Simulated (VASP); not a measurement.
Here is a VASP 6.6.1 calculation.

The input INCAR:

```
SYSTEM = Nb
  PREC = Accurate
  ENCUT = 520
  EDIFF = 1E-8
  ISMEAR = -1
  SIGMA = 0.08
  LREAL = .False.
  LASPH = .True.
  NELM = 100
  ALGO = Normal
  ISIF = 2
  LWAVE = .False.
  LCHARG = .False.
  GGA = PE
  LEFG = .True.
  NBANDS = 12
```

The input KPOINTS:

```
Automatic mesh
0
Gamma
  13 13 13
  0 0 0
```

The input POSCAR:

```
Nb
1.0
    0.0000000000      2.0718246199      2.0718246199
    2.0718246199      0.0000000000      2.0718246199
    2.0718246199      2.0718246199      0.0000000000
Nb
1
Direct
    0.0000000000      0.0000000000      0.0000000000
```

Potentials or basis: VASP PAW PBE potentials, release 64 (Nb_sv).

Launch:

```console
$ cat potpaw_PBE.64/Nb_sv/POTCAR > POTCAR
$ mpirun -np 1 vasp_std > vasp.out
```

(1) Predict the pressure.

## Answers

(1) 9.7 GPa.

Caveat: without QUAD_EFG the Cq values of the log hold for a quadrupole moment of 1 mb, not for the nuclei.
